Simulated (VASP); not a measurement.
# C30O (a cell with a defect) in VASP: notebook

C30O (a cell with a defect) is run at these levels: PBE; tasks: single point.

Program: VASP 6.6.1. These are calculated values, not measurements. Logs are shortened: lines on timing, memory, paths and dates and some standing lists are left out, and cuts for length are marked.

## (1) The cell of the first run

The cell holds a defect, 31 atoms: a = 6.186 Å, b = 6.186 Å, c = 6.186 Å, α = 109.47°, β = 109.47°, γ = 109.47°.

## (2) Single point, PBE

INCAR reads:

```
PREC = Accurate
ENCUT = 520
EDIFF = 1E-6
ISMEAR = -1
SIGMA = 0.01
LREAL = Auto
LASPH = T
NELM = 120
ALGO = Normal
ISIF = 2
LWAVE = F
LCHARG = F
GGA = PE
NBANDS = 84
NELECT = 124.0
GGA_COMPAT = F
```

KPOINTS reads:

```
Automatic mesh
0
Gamma
  1 1 1
  0.25 0.25 0.25
```

POSCAR reads:

```
C30O
1.0
   -3.5716218665      3.5716218665      3.5716218665
    3.5716218665     -3.5716218665      3.5716218665
    3.5716218665      3.5716218665     -3.5716218665
C O
30 1
Direct
    0.0001847801      0.0004129662      0.0000695285
    0.0001918899      0.2496118809      0.7508557804
    0.0033059401      0.4994391946      0.4976668319
    0.0033009964      0.7472008566      0.2499061799
    0.2511655524      0.0005674668      0.7510288060
    0.2500332914      0.2527283004      0.4976635963
    0.2500125614      0.7471974316      0.0031638985
    0.5060963731      0.0100813938      0.5059872498
    0.4977782998      0.2527320696      0.2499068849
    0.4977777014      0.4994397761      0.0031876466
    0.5061302388      0.7555600671      0.7605750686
    0.7511388916      0.0005703163      0.2510466331
    0.7509606455      0.2495990030      0.0000678546
    0.7511311669      0.5005865870      0.7510207261
    0.7607185083      0.7555448967      0.5060084474
    0.0029247836      0.0016162568      0.7520677922
   -0.0000467350      0.2493676854      0.4969496645
   -0.0252651110      0.4951326990      0.2456087152
   -0.0000386881      0.7464912504     -0.0001466907
    0.2511630790     -0.0046498234      0.5007053132
    0.2457276159      0.2241202017      0.2456103284
    0.2457273811      0.4951397143     -0.0253730942
    0.2511785248      0.7502428895      0.7458366468
    0.5008017094     -0.0046612371      0.2510394084
    0.4970685021      0.2493747439     -0.0001573738
    0.5008144776      0.5005938516      0.7458127689
    0.7521805721      0.0016059874      0.0028026105
    0.7521711445      0.2523382655      0.7520619336
    0.7459372567      0.5005898953      0.5007000606
    0.7459429982      0.7502401012      0.2510540081
    0.5224683507      0.7719379268      0.5223689947
```

Potentials or basis: VASP PAW PBE potentials, release 64 (C, O).

Started as:

```
cat potpaw_PBE.64/C/POTCAR potpaw_PBE.64/O/POTCAR > POTCAR
mpirun -np 1 vasp_std > vasp.out
```

OUTCAR:

```text
PREC = Accurate
   ENCUT = 520
   EDIFF = 1E-6
   ISMEAR = -1
   LREAL = Auto
   LASPH = T
   NELM = 120
   ISIF = 2
   GGA = PE
   NELECT = 124.0

 ion  position               nearest neighbor table
   1  0.000  0.000  0.000-  21 1.48  27 1.54  16 1.54  19 1.57
   2  0.000  0.250  0.751-  22 1.48  16 1.54  28 1.54  17 1.57
   3  0.003  0.499  0.498-  18 1.50  17 1.54  23 1.54  29 1.60
   4  0.003  0.747  0.250-  18 1.50  19 1.54  20 1.54  30 1.60
   5  0.251  0.001  0.751-  25 1.53  20 1.54  23 1.54  16 1.54
   6  0.250  0.253  0.498-  21 1.50  17 1.54  26 1.54  20 1.60
[... 9 lines left out ...]
  16  0.003  0.002  0.752-  15 1.51   5 1.54   2 1.54   1 1.54
  17  1.000  0.249  0.497-  12 1.53   3 1.54   6 1.54   2 1.57
  18  0.975  0.495  0.246-  13 1.48   3 1.50   4 1.50
  19  1.000  0.746  1.000-  14 1.53   4 1.54   7 1.54   1 1.57
  20  0.251  0.995  0.501-   8 1.54   5 1.54   4 1.54   6 1.60
  21  0.246  0.224  0.246-   1 1.48   9 1.50   6 1.50
  22  0.246  0.495  0.975-   2 1.48  10 1.50   7 1.50
  23  0.251  0.750  0.746-  11 1.54   5 1.54   3 1.54   7 1.60
  24  0.501  0.995  0.251-   8 1.54  12 1.54   7 1.54   9 1.60
  25  0.497  0.249  1.000-   5 1.53   9 1.54  10 1.54  13 1.57
  26  0.501  0.501  0.746-  11 1.54  14 1.54   6 1.54  10 1.60
  27  0.752  0.002  0.003-  11 1.51  12 1.54  13 1.54   1 1.54
  28  0.752  0.252  0.752-   8 1.51  14 1.54  13 1.54   2 1.54
  29  0.746  0.501  0.501-  15 1.54  14 1.54   9 1.54   3 1.60
  30  0.746  0.750  0.251-  15 1.54  12 1.54  10 1.54   4 1.60
  31  0.522  0.772  0.522-   8 1.54  11 1.54  15 1.54

  LATTYP: Found a body centered cubic cell.
 ALAT       =     7.1432437330

  Lattice vectors:

 A1 = (  -3.5716218665,   3.5716218665,   3.5716218665)
 A2 = (   3.5716218665,  -3.5716218665,   3.5716218665)
 A3 = (   3.5716218665,   3.5716218665,  -3.5716218665)

Analysis of symmetry for initial positions (statically):
=====================================================================
 Subroutine PRICEL returns:
 Original cell was already a primitive cell.

 Routine SETGRP: Setting up the symmetry group for a
 body centered cubic supercell.

 Subroutine GETGRP returns: Found  1 space group operations
 (whereof  1 operations were pure point group operations)
 out of a pool of 48 trial point group operations.

The static configuration has the point symmetry C_1 .

Analysis of symmetry for dynamics (positions and initial velocities):
=====================================================================
 Subroutine PRICEL returns:
 Original cell was already a primitive cell.

 Routine SETGRP: Setting up the symmetry group for a
 body centered cubic supercell.

 Subroutine GETGRP returns: Found  1 space group operations
 (whereof  1 operations were pure point group operations)
 out of a pool of 48 trial point group operations.

The dynamic configuration has the point symmetry C_1 .

 Subroutine INISYM returns: Found  1 space group operations
 (whereof  1 operations are pure point group operations),
 and found     1 'primitive' translations

----------------------------------------------------------------------------------------

                                     Primitive cell

  volume of cell :     182.2453

  direct lattice vectors                    reciprocal lattice vectors
    -3.571621867  3.571621867  3.571621867     0.000000000  0.139992423  0.139992423
     3.571621867 -3.571621867  3.571621867     0.139992423  0.000000000  0.139992423
     3.571621867  3.571621867 -3.571621867     0.139992423  0.139992423  0.000000000

  length of vectors
     6.186230538  6.186230538  6.186230538     0.197979184  0.197979184  0.197979184

  position of ions in fractional coordinates (direct lattice)
     0.000184780  0.000412966  0.000069528
     0.000191890  0.249611881  0.750855780
     0.003305940  0.499439195  0.497666832
     0.003300996  0.747200857  0.249906180
     0.251165552  0.000567467  0.751028806
     0.250033291  0.252728300  0.497663596
[... 23 lines left out ...]
     0.745942998  0.750240101  0.251054008
     0.522468351  0.771937927  0.522368995

  ion indices of the primitive-cell ions
   primitive index   ion index
                 1           1
                 2           2
                 3           3
                 4           4
                 5           5
                 6           6
[... 23 lines left out ...]
                30          30
                31          31

----------------------------------------------------------------------------------------

 KPOINTS: Automatic mesh

Automatic generation of k-mesh.
 Grid dimensions read from file:
 generate k-points for:    1    1    1

 Generating k-lattice:

  Cartesian coordinates                     Fractional coordinates (reciprocal lattice)
     0.000000000  0.139992423  0.139992423     1.000000000  0.000000000  0.000000000
     0.139992423  0.000000000  0.139992423     0.000000000  1.000000000  0.000000000
     0.139992423  0.139992423  0.000000000     0.000000000  0.000000000  1.000000000

  Length of vectors
     0.197979184  0.197979184  0.197979184

  Shift w.r.t. Gamma in fractional coordinates (k-lattice)
     0.250000000  0.250000000  0.250000000

 Subroutine IBZKPT returns following result:
 ===========================================

 Found      1 irreducible k-points:

 Following reciprocal coordinates:
            Coordinates               Weight
  0.250000  0.250000  0.250000      2.000000
   k-points           NKPTS =      1   k-points in BZ     NKDIM =      1   number of bands    NBANDS=     84
   number of dos      NEDOS =    301   number of ions     NIONS =     31
   total plane-waves  NPLWV = 110592
   dimension x,y,z NGX =    48 NGY =   48 NGZ =   48
   dimension x,y,z NGXF=    96 NGYF=   96 NGZF=   96
   ions per type =              30   1
   NGX,Y,Z   is equivalent  to a cutoff of  12.90, 12.90, 12.90 a.u.
   NGXF,Y,Z  is equivalent  to a cutoff of  25.80, 25.80, 25.80 a.u.
 SYSTEM =  unknown system
   PREC   = accura    normal or accurate (medium, high low for compatibility)
   ISTART =      0    job   : 0-new  1-cont  2-samecut
   ICHARG =      2    charge: 1-file 2-atom 10-const
   ISPIN  =      1    spin polarized calculation?
   LNONCOLLINEAR =      F non collinear calculations
   LSORBIT =      F    spin-orbit coupling
   LASPH  =      T    aspherical Exc in radial PAW
   ENCUT  =  520.0 eV  38.22 Ry    6.18 a.u.  11.50 11.50 11.50*2*pi/ulx,y,z
   NELM   =    120;   NELMIN=  2; NELMDL= -5     # of ELM steps
   EDIFF  = 0.1E-05   stopping-criterion for ELM
   LREAL  =      T    real-space projection
   EDIFFG = 0.1E-04   stopping-criterion for IOM
   NSW    =      0    number of steps for IOM
   IBRION =     -1    ionic relax: 0-MD 1-quasi-New 2-CG
   NFREE  =      0    steps in history (QN), initial steepest desc. (CG)
   ISIF   =      2    stress and relaxation
   ISYM   =      2    0-nonsym 1-usesym 2-fastsym
   POTIM  = 0.5000    time-step for ionic-motion
   TEBEG  =    0.0;   TEEND  =   0.0 temperature during run
   PSTRESS=    0.0 pullay stress
   NELECT =     124.0000    total number of electrons
   NUPDOWN=      -1.0000    fix difference up-down
   EMIN   =  10.00;   EMAX   =-10.00  energy-range for DOS
   EFERMI =   0.00;   METHOD = LEGACY
   ISMEAR =    -1;   SIGMA  =   0.01  broadening in eV -4-tet -1-fermi 0-gaus
   EFERMI_NEDOS =   21; number of points for ismear=-14 and -15
   IALGO  =     38    algorithm
   IMIX   =      4    mixing-type and parameters
     AMIX     =   0.40;   BMIX     =  1.00
     AMIX_MAG =   1.60;   BMIX_MAG =  1.00
  volume/ion in A,a.u.               =       5.88        39.67
  Fermi-wavevector in a.u.,A,eV,Ry     =   1.439892  2.721001 28.208809  2.073289
  Thomas-Fermi vector in A             =   2.558697
   LORBIT       =      0    0 simple, 1 ext, 2 COOP (PROOUT), +10 PAW based schemes
   GGA     = PE    functional components
   LHFCALC =     F    Hartree Fock is set to
   AEXX    =    0.0000 exact exchange contribution
   IVDW    =     0    specifies the selected vdW correction
   LEPSILON=     F    determine dielectric tensor
   LRPA    =     F    only Hartree local field effects (RPA)
 non-spin polarized calculation
  energy-cutoff  :      520.00
  volume of cell :      182.25
 maximum number of plane-waves:      4904
 NGX is ok and might be reduce to    48
   NGX = 23   NGY = 23   NGZ = 23

 number of electron     124.0000004 magnetization

 Free energy of the ion-electron system (eV)
  ---------------------------------------------------
  ext. energy  EPLUGINS =         0.00000000
  ---------------------------------------------------
  free energy    TOTEN  =      -291.37669696 eV

  energy without entropy =     -291.37669696  energy(sigma->0) =     -291.37669696

 E-fermi :   8.7063     XC(G=0): -12.9441

 val. band max:        8.3916869528   @ k =   0.2500   0.2500   0.2500
 cond. band min:      10.5463056528   @ k =   0.2500   0.2500   0.2500
 fundamental gap:      2.1546187000
 Fermi energy:         8.7062583325

 k-point     1 :       0.2500    0.2500    0.2500
  band No.  band energies     occupation
      1     -14.4680      2.00000
      2     -10.5222      2.00000
      3     -10.5221      2.00000
      4     -10.1803      2.00000
      5      -8.9238      2.00000
      6      -6.7112      2.00000
[... 66 lines left out ...]
     73      15.5716      0.00000
     74      15.7042      0.00000
 [bands above 74 left out]

------------------------ aborting loop because EDIFF is reached ----------------------------------------

  FORCE on cell =-STRESS in cart. coord.  units (eV):
  Direction    XX          YY          ZZ          XY          YZ          ZX
  --------------------------------------------------------------------------------------
  -------------------------------------------------------------------------------------
  Total      -25.3124313    -25.2907611    -25.3016416      5.0835608      5.0856182      5.0785079
  in kB     -222.5297258   -222.3392166   -222.4348704     44.6912181     44.7093052     44.6467965
  external PRESSURE =    -222.4346042 kB  Pullay stress =       0.0000000 kB

 VOLUME and BASIS-vectors are now :
 -----------------------------------------------------------------------------
  energy-cutoff  :      520.00
  volume of cell :      182.25
      direct lattice vectors                 reciprocal lattice vectors
    -3.571621867  3.571621867  3.571621867     0.000000000  0.139992423  0.139992423
     3.571621867 -3.571621867  3.571621867     0.139992423  0.000000000  0.139992423
     3.571621867  3.571621867 -3.571621867     0.139992423  0.139992423  0.000000000

 POSITION                                       TOTAL-FORCE (eV/Angst)
 -----------------------------------------------------------------------------------
      0.00106     -0.00057      0.00189        -0.008096     -0.004028     -0.006143
      3.57261      1.79094     -1.78957        -0.006333     -0.004981     -0.009931
      3.54948      0.00548      0.01814         0.002383      0.012300     -0.001578
      3.54950     -1.76436      1.78794         0.001902     -0.002531      0.011603
      1.78735      3.57743     -1.78330         0.002700      0.005763      0.000284
      1.78709      1.76784      0.01821         0.009560     -0.002285     -0.005045
[... 23 lines left out ...]
      0.91202      0.88132      4.44713         0.000321     -0.001655     -0.001222
      2.75672      0.97469      2.75743        -0.006965      0.000075     -0.004675
 -----------------------------------------------------------------------------------
    total drift:                                0.004247      0.009951      0.003298

  FREE ENERGIE OF THE ION-ELECTRON SYSTEM (eV)
  ---------------------------------------------------
  free  energy   TOTEN  =      -291.3766969645 eV

  energy  without entropy=     -291.3766969645  energy(sigma->0) =     -291.37669696
```

It took 95 s on 1 thread of Intel Xeon 8259CL, shared host; peak memory 0.3 GiB.

What came out:

* Free energy: -291.3767 eV
* Largest force: 0.057 eV/Å

Forces on the atoms (eV/Å):
```
C   -0.008 -0.004 -0.006
C   -0.006 -0.005 -0.010
C    0.002  0.012 -0.002
C    0.002 -0.003  0.012
C    0.003  0.006  0.000
C    0.010 -0.002 -0.005
C    0.012 -0.001  0.001
C    0.017 -0.049  0.017
C   -0.004  0.001  0.009
C    0.000  0.012  0.004
C    0.013  0.012 -0.054
C   -0.001  0.006  0.000
C   -0.008 -0.004 -0.004
C    0.001  0.010  0.001
C   -0.048  0.009  0.012
C    0.011  0.006  0.004
C   -0.001 -0.004  0.006
C   -0.016  0.007  0.008
C   -0.004 -0.003  0.000
C    0.002 -0.002 -0.001
C    0.010 -0.016  0.010
C    0.007  0.006 -0.015
C   -0.002 -0.005  0.000
C    0.002  0.000  0.006
C    0.005 -0.005 -0.001
C   -0.001  0.000  0.003
C    0.005  0.004  0.012
C    0.003  0.013  0.003
C    0.004  0.000 -0.002
C    0.000 -0.002 -0.001
O   -0.007  0.000 -0.005
```

Caveat: the k points lie up to 1.24 Å⁻¹ apart, too coarse for converged energies, forces and pressures; the cell carries a net charge on a neutralising background, which shifts energy and pressure; the cell is charged against a uniform background, so pressure and absolute levels hang on convention.

## (3) Single point, PBE, collinear spin

INCAR reads:

```
  ALGO = Normal
  EDIFF = 1E-6
  ENCUT = 520
  GGA = PE
  GGA_COMPAT = False
  ISIF = 2
  ISMEAR = -1
  ISPIN = 2
  LASPH = True
  LCHARG = False
  LORBIT = 11
  LREAL = Auto
  LWAVE = False
  MAGMOM = 0 -0.01 0 -0.01 0 0 -0.01 0 0 0 0 0 -0.01 0 0 0 0.02 0.24 0 0 -0.06 0.24 0.02 0 0.02 0.03 0 0.01 0.03 0.02 0.02
  NBANDS = 88
  NELECT = 125.0
  NELM = 200
  NUPDOWN = 1.0
  PREC = Accurate
  SIGMA = 0.01
```

KPOINTS reads:

```
k-points
0
Gamma
  1 1 1
```

POSCAR reads:

```
C30O
1.0
   -3.5716218665      3.5716218665      3.5716218665
    3.5716218665     -3.5716218665      3.5716218665
    3.5716218665      3.5716218665     -3.5716218665
C O
30 1
Direct
   -0.0016843337     -0.0003317928     -0.0007791205
   -0.0003384310      0.2500739100      0.7492549119
   -0.0027792752      0.4989509176      0.4972637868
    0.0006540081      0.7455719429      0.2495450504
    0.2490015441      0.0001832109      0.7495890102
    0.2474563171      0.2526923519      0.4955011633
    0.2486517619      0.7455830518      0.0015280079
    0.5041841998      0.0105493054      0.5050806995
    0.4945924440      0.2527244578      0.2483589116
    0.4963655773      0.4989557045     -0.0018789313
    0.5029134351      0.7544712543      0.7597269588
    0.7486902581      0.0001821480      0.2498962500
    0.7483579376      0.2500797368      0.0005638720
    0.7488356251      0.5006385809      0.7497253855
    0.7588024884      0.7544890956      0.5038137994
    0.0003490415      0.0010690627      0.7504742339
   -0.0030593797      0.2486998846      0.4966485302
   -0.0240330691      0.4943536288      0.2488299786
   -0.0015876317      0.7460961626     -0.0006900797
    0.2488218248     -0.0041906767      0.4993422669
    0.2431141212      0.2311782269      0.2440345772
    0.2479316279      0.4943734008     -0.0231626750
    0.2485114325      0.7500116337      0.7459250923
    0.4984450626     -0.0041867125      0.2497136399
    0.4957534611      0.2487083149     -0.0021573040
    0.4997067045      0.5004425925      0.7452434999
    0.7495649932      0.0010445813      0.0012209267
    0.7514171641      0.2529840518      0.7523117783
    0.7443624407      0.5004467081      0.5006050794
    0.7450328043      0.7500026678      0.2494079846
    0.5193758061      0.7721243514      0.5202463694
```

Potentials or basis: VASP PAW PBE potentials, release 64 (C, O).

Started as:

```
cat potpaw_PBE.64/C/POTCAR potpaw_PBE.64/O/POTCAR > POTCAR
mpirun -np 1 vasp_gam > vasp.out
```

It took 3.5 min on 1 thread of Intel Xeon 8259CL, shared host; peak memory 0.38 GiB.

Results (log left out):

```yaml
Free_energy: -278.6770 eV
Largest_force: 0.631 eV/Å
Net_moment: 1.00 μB per cell
Site_moments: C -0.00, -0.01, +0.00, +0.01, +0.03, +0.29, -0.08, +0.04 (each value once); O +0.02 μB
Valence_electrons_inside_the_program's_atomic_spheres: C 2.58, 2.56, 2.55, 2.47, 2.59, 2.54, 2.50 (each value once); O 5.06
```

Forces on the atoms (eV/Å):
```
C    0.253  0.299  0.254
C    0.253  0.191  0.317
C    0.013  0.102  0.161
C   -0.183  0.284  0.533
C    0.306  0.018  0.030
C    0.282 -0.248  0.283
C    0.535  0.281 -0.182
C    0.152 -0.300  0.155
C    0.282 -0.243  0.279
C    0.161  0.102  0.009
C    0.015  0.063 -0.179
C    0.030  0.023  0.305
C    0.310  0.200  0.254
C    0.044  0.020  0.044
C   -0.188  0.072  0.024
C    0.091  0.034  0.005
C   -0.202 -0.177 -0.078
C   -0.305 -0.005 -0.253
C   -0.119 -0.044 -0.115
C   -0.195 -0.093  0.010
C   -0.409 -0.032 -0.407
C   -0.249 -0.005 -0.310
C   -0.439 -0.037 -0.061
C    0.014 -0.094 -0.197
C   -0.076 -0.176 -0.207
C   -0.068 -0.150  0.010
C    0.007  0.036  0.086
C   -0.028  0.300 -0.029
C    0.011 -0.147 -0.067
C   -0.061 -0.040 -0.438
O   -0.237 -0.234 -0.237
```

Caveat: the k points lie up to 1.24 Å⁻¹ apart, too coarse for converged energies, forces and pressures; the cell carries a net charge on a neutralising background, which shifts energy and pressure; the cell is charged against a uniform background, so pressure and absolute levels hang on convention; the total moment is fixed, so each spin has its own Fermi level and the state may be an excited one.
